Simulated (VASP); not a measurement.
# LiF (Griceite) (Fm-3m) in VASP: single point with PBE

Aim: the single point of LiF (Griceite) with PBE.

Program: VASP 6.6.1. These are calculated values, not measurements. Logs are shortened: lines on timing, memory, paths and dates and some standing lists are left out, and cuts for length are marked.

## (1) The cell of the first run

It takes space group Fm-3m (No. 225, cubic). The conventional cell has a = 4.028 Å, b = 4.028 Å, c = 4.028 Å, α = 90.00°, β = 90.00°, γ = 90.00°. Li (site symmetry m-3m) has 6 F at 2.01 Å within 2.7 Å. Within 2.7 Å of F (site symmetry m-3m) lie 6 Li at 2.01 Å.

## (2) Single point, PBE

The input, INCAR:

```
PREC = Accurate
ENCUT = 750
EDIFF = 1E-6
ISMEAR = 0
SIGMA = 0.01
LREAL = False
LASPH = True
NELM = 120
ALGO = Normal
ISIF = 2
LWAVE = False
LCHARG = True
GGA = PE
LELF = True
LVHAR = True
NBANDS = 12
GGA_COMPAT = False
```

The input, KPOINTS:

```
Automatic mesh
0
Gamma
  10 10 10
```

The input, POSCAR:

```
LiF
1.0
    0.0000000000      2.0140000000      2.0140000000
    2.0140000000      0.0000000000      2.0140000000
    2.0140000000      2.0140000000      0.0000000000
Li F
1 1
Direct
    0.0000000000      0.0000000000      0.0000000000
    0.5000000000      0.5000000000      0.5000000000
```

Potentials or basis: VASP PAW PBE potentials, release 64 (Li_sv, F).

Started as:

```
$ cat potpaw_PBE.64/Li_sv/POTCAR potpaw_PBE.64/F/POTCAR > POTCAR
$ mpirun -np 1 vasp_std > vasp.out
```

OUTCAR:

```text
PREC = Accurate
   ENCUT = 750
   EDIFF = 1E-6
   ISMEAR = 0
   LREAL = False
   LASPH = True
   NELM = 120
   ISIF = 2
   GGA = PE

 ion  position               nearest neighbor table
   1  0.000  0.000  0.000-   2 2.01   2 2.01   2 2.01   2 2.01   2 2.01   2 2.01
   2  0.500  0.500  0.500-   1 2.01   1 2.01   1 2.01   1 2.01   1 2.01   1 2.01

  LATTYP: Found a face centered cubic cell.
 ALAT       =     4.0280000000

  Lattice vectors:

 A1 = (   0.0000000000,   2.0140000000,   2.0140000000)
 A2 = (   2.0140000000,   0.0000000000,   2.0140000000)
 A3 = (   2.0140000000,   2.0140000000,   0.0000000000)

Analysis of symmetry for initial positions (statically):
=====================================================================
 Subroutine PRICEL returns:
 Original cell was already a primitive cell.

 Routine SETGRP: Setting up the symmetry group for a
 face centered cubic supercell.

 Subroutine GETGRP returns: Found 48 space group operations
 (whereof 48 operations were pure point group operations)
 out of a pool of 48 trial point group operations.

The static configuration has the point symmetry O_h .

Analysis of symmetry for dynamics (positions and initial velocities):
=====================================================================
 Subroutine PRICEL returns:
 Original cell was already a primitive cell.

 Routine SETGRP: Setting up the symmetry group for a
 face centered cubic supercell.

 Subroutine GETGRP returns: Found 48 space group operations
 (whereof 48 operations were pure point group operations)
 out of a pool of 48 trial point group operations.

The dynamic configuration has the point symmetry O_h .

 Subroutine INISYM returns: Found 48 space group operations
 (whereof 48 operations are pure point group operations),
 and found     1 'primitive' translations

----------------------------------------------------------------------------------------

                                     Primitive cell

  volume of cell :      16.3384

  direct lattice vectors                    reciprocal lattice vectors
     0.000000000  2.014000000  2.014000000    -0.248262165  0.248262165  0.248262165
     2.014000000  0.000000000  2.014000000     0.248262165 -0.248262165  0.248262165
     2.014000000  2.014000000  0.000000000     0.248262165  0.248262165 -0.248262165

  length of vectors
     2.848226115  2.848226115  2.848226115     0.430002683  0.430002683  0.430002683

  position of ions in fractional coordinates (direct lattice)
     0.000000000  0.000000000  0.000000000
     0.500000000  0.500000000  0.500000000

  ion indices of the primitive-cell ions
   primitive index   ion index
                 1           1
                 2           2

----------------------------------------------------------------------------------------

 KPOINTS: Automatic mesh

Automatic generation of k-mesh.
 Grid dimensions read from file:
 generate k-points for:   10   10   10

 Generating k-lattice:

  Cartesian coordinates                     Fractional coordinates (reciprocal lattice)
    -0.024826216  0.024826216  0.024826216     0.100000000  0.000000000  0.000000000
     0.024826216 -0.024826216  0.024826216     0.000000000  0.100000000  0.000000000
     0.024826216  0.024826216 -0.024826216     0.000000000  0.000000000  0.100000000

  Length of vectors
     0.043000268  0.043000268  0.043000268

  Shift w.r.t. Gamma in fractional coordinates (k-lattice)
     0.000000000  0.000000000  0.000000000

 Subroutine IBZKPT returns following result:
 ===========================================

 Found     47 irreducible k-points:

 Following reciprocal coordinates:
            Coordinates               Weight
  0.000000  0.000000  0.000000      1.000000
  0.100000  0.000000  0.000000      8.000000
  0.200000  0.000000  0.000000      8.000000
  0.300000  0.000000  0.000000      8.000000
  0.400000  0.000000  0.000000      8.000000
  0.500000  0.000000  0.000000      4.000000
[... 16 lines left out ...]
  0.300000  0.300000  0.000000      6.000000
  0.400000  0.300000  0.000000     24.000000
 [... further k-points ...]
   k-points           NKPTS =     47   k-points in BZ     NKDIM =     47   number of bands    NBANDS=     12
   number of dos      NEDOS =    301   number of ions     NIONS =      2
   total plane-waves  NPLWV =  21952
   dimension x,y,z NGX =    28 NGY =   28 NGZ =   28
   dimension x,y,z NGXF=    56 NGYF=   56 NGZF=   56
   ions per type =               1   1
   NGX,Y,Z   is equivalent  to a cutoff of  16.34, 16.34, 16.34 a.u.
   NGXF,Y,Z  is equivalent  to a cutoff of  32.69, 32.69, 32.69 a.u.
 SYSTEM =  unknown system
   PREC   = accura    normal or accurate (medium, high low for compatibility)
   ISTART =      0    job   : 0-new  1-cont  2-samecut
   ICHARG =      2    charge: 1-file 2-atom 10-const
   ISPIN  =      1    spin polarized calculation?
   LNONCOLLINEAR =      F non collinear calculations
   LSORBIT =      F    spin-orbit coupling
   LASPH  =      T    aspherical Exc in radial PAW
   ENCUT  =  750.0 eV  55.12 Ry    7.42 a.u.   6.36  6.36  6.36*2*pi/ulx,y,z
   NELM   =    120;   NELMIN=  2; NELMDL= -5     # of ELM steps
   EDIFF  = 0.1E-05   stopping-criterion for ELM
   LREAL  =      F    real-space projection
   EDIFFG = 0.1E-04   stopping-criterion for IOM
   NSW    =      0    number of steps for IOM
   IBRION =     -1    ionic relax: 0-MD 1-quasi-New 2-CG
   NFREE  =      0    steps in history (QN), initial steepest desc. (CG)
   ISIF   =      2    stress and relaxation
   ISYM   =      2    0-nonsym 1-usesym 2-fastsym
   POTIM  = 0.5000    time-step for ionic-motion
   TEBEG  =    0.0;   TEEND  =   0.0 temperature during run
   PSTRESS=    0.0 pullay stress
   NELECT =      10.0000    total number of electrons
   NUPDOWN=      -1.0000    fix difference up-down
   EMIN   =  10.00;   EMAX   =-10.00  energy-range for DOS
   EFERMI =   0.00;   METHOD = LEGACY
   ISMEAR =     0;   SIGMA  =   0.01  broadening in eV -4-tet -1-fermi 0-gaus
   EFERMI_NEDOS =   21; number of points for ismear=-14 and -15
   IALGO  =     38    algorithm
   IMIX   =      4    mixing-type and parameters
     AMIX     =   0.40;   BMIX     =  1.00
     AMIX_MAG =   1.60;   BMIX_MAG =  1.00
  volume/ion in A,a.u.               =       8.17        55.13
  Fermi-wavevector in a.u.,A,eV,Ry     =   1.389970  2.626662 26.286674  1.932016
  Thomas-Fermi vector in A             =   2.513950
   LORBIT       =      0    0 simple, 1 ext, 2 COOP (PROOUT), +10 PAW based schemes
   GGA     = PE    functional components
   LHFCALC =     F    Hartree Fock is set to
   AEXX    =    0.0000 exact exchange contribution
   IVDW    =     0    specifies the selected vdW correction
   LEPSILON=     F    determine dielectric tensor
   LRPA    =     F    only Hartree local field effects (RPA)
 non-spin polarized calculation
 Gauss-broadening in eV      SIGMA  =   0.01
  energy-cutoff  :      750.00
  volume of cell :       16.34
 maximum number of plane-waves:       778
 NGX is ok and might be reduce to    28
   NGX = 13   NGY = 13   NGZ = 13

 number of electron      10.0000002 magnetization

 Free energy of the ion-electron system (eV)
  ---------------------------------------------------
  ext. energy  EPLUGINS =         0.00000000
  ---------------------------------------------------
  free energy    TOTEN  =        -9.64256645 eV

  energy without entropy =       -9.64256645  energy(sigma->0) =       -9.64256645

 E-fermi :  -0.8448     XC(G=0):  -9.9845

 val. band max:       -1.0289392320   @ k =   0.0000   0.0000   0.0000
 cond. band min:       8.0487914515   @ k =   0.0000   0.0000   0.0000
 fundamental gap:      9.0777306836
 Fermi energy:        -0.8447948686

 k-point     1 :       0.0000    0.0000    0.0000
  band No.  band energies     occupation
      1     -41.9346      2.00000
      2     -21.0008      2.00000
      3      -1.0289      2.00000
      4      -1.0289      2.00000
      5      -1.0289      2.00000
      6       8.0488      0.00000
      7      22.9434      0.00000
      8      22.9434      0.00000
      9      22.9434      0.00000
     10      23.3014      0.00000
     11      23.3014      0.00000
     12      23.3014      0.00000

 k-point     2 :       0.1000    0.0000    0.0000
  band No.  band energies     occupation
      1     -41.9290      2.00000
      2     -20.9620      2.00000
      3      -1.3172      2.00000
      4      -1.0519      2.00000
      5      -1.0519      2.00000
      6       8.3415      0.00000
      7      20.2566      0.00000
      8      21.6886      0.00000
      9      21.6886      0.00000
     10      24.3469      0.00000
     11      24.3469      0.00000
     12      24.3914      0.00000

 k-point     3 :       0.2000    0.0000    0.0000
  band No.  band energies     occupation
      1     -41.9144      2.00000
      2     -20.8577      2.00000
      3      -2.0079      2.00000
      4      -1.1109      2.00000
      5      -1.1109      2.00000
      6       8.9938      0.00000
      7      17.7864      0.00000
      8      20.1967      0.00000
      9      20.1967      0.00000
     10      25.3578      0.00000
     11      25.6961      0.00000
     12      25.6961      0.00000
[... 286 lines left out ...]
 k-point    23 :       0.3000    0.3000    0.0000
  band No.  band energies     occupation
      1     -41.8856      2.00000
      2     -20.5828      2.00000
      3      -2.9308      2.00000
      4      -1.6908      2.00000
      5      -1.6908      2.00000
      6      11.2238      0.00000
      7      16.9084      0.00000
      8      18.0066      0.00000
      9      19.3863      0.00000
     10      19.3863      0.00000
     11      33.4466      0.00000
     12      33.5626      0.00000

 k-point    24 :       0.4000    0.3000    0.0000
  band No.  band energies     occupation
      1     -41.8747      2.00000
      2     -20.4726      2.00000
      3      -3.3459      2.00000
      4      -1.9008      2.00000
      5      -1.7891      2.00000
      6      12.0478      0.00000
      7      15.7648      0.00000
      8      17.4989      0.00000
      9      19.1360      0.00000
     10      20.2004      0.00000
     11      32.8901      0.00000
     12      33.8891      0.00000

 [... further k-points ...]
[... 5 lines left out ...]
  --------------------------------------------------------------------------------------
  -------------------------------------------------------------------------------------
  Total        0.1406546      0.1406546      0.1406546     -0.0000000     -0.0000000      0.0000000
  in kB       13.7929199     13.7929199     13.7929199     -0.0000000     -0.0000000      0.0000000
  external PRESSURE =      13.7929199 kB  Pullay stress =       0.0000000 kB

 VOLUME and BASIS-vectors are now :
 -----------------------------------------------------------------------------
  energy-cutoff  :      750.00
  volume of cell :       16.34
      direct lattice vectors                 reciprocal lattice vectors
     0.000000000  2.014000000  2.014000000    -0.248262165  0.248262165  0.248262165
     2.014000000  0.000000000  2.014000000     0.248262165 -0.248262165  0.248262165
     2.014000000  2.014000000  0.000000000     0.248262165  0.248262165 -0.248262165

 POSITION                                       TOTAL-FORCE (eV/Angst)
 -----------------------------------------------------------------------------------
      0.00000      0.00000      0.00000         0.000000     -0.000000      0.000000
      2.01400      2.01400      2.01400        -0.000000      0.000000     -0.000000
 -----------------------------------------------------------------------------------
    total drift:                                0.000000      0.000000      0.000000

  FREE ENERGIE OF THE ION-ELECTRON SYSTEM (eV)
  ---------------------------------------------------
  free  energy   TOTEN  =        -9.6425664485 eV

  energy  without entropy=       -9.6425664485  energy(sigma->0) =       -9.64256645
```

Wall time 28 s (1 thread of Intel Xeon 8259CL, shared host); peak memory 0.15 GiB.

Results:

* Free energy: -9.6426 eV
* Pressure: 1.4 GPa
* Band gap on the k mesh: 9.08 eV, direct

A k mesh can miss the band edges. PBE gaps usually lie below the measured ones, often by a third to a half.
